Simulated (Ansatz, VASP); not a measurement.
# BN: VASP beside Ansatz

```
B N
1.0
     0.00000    1.80750    1.80750
     1.80750    0.00000    1.80750
     1.80750    1.80750    0.00000
B N
1 1
Direct
  0.00000 0.00000 0.00000
  0.75000 0.75000 0.75000
```

Alike in both runs: task single point; functional revPBE; k mesh 7 × 7 × 7; no spin polarisation.

|  | VASP | Ansatz |
| --- | --- | --- |
| version | VASP 6.6.1 | Ansatz 0.2.0 |
| potentials or method | VASP PAW PBE potentials, release 64 (B, N), cutoff 600 eV | plane waves, PAW |
| occupations | gaussian, width 0.01 eV | fixed |
| valence electrons in the cell | 8 | 8 |

Ansatz gave:

```
gap on the k mesh at the Fermi level (eV) : 4.74
pressure (GPa)                            : 7.6
```

Task: What did VASP give for the same quantities?

Result: gap on the k mesh at the Fermi level (eV): 4.73; pressure (GPa): 7.6.

VASP's potentials were made for PBE, not for revPBE.

The k mesh is coarse, so the values compare programs but aren't converged.
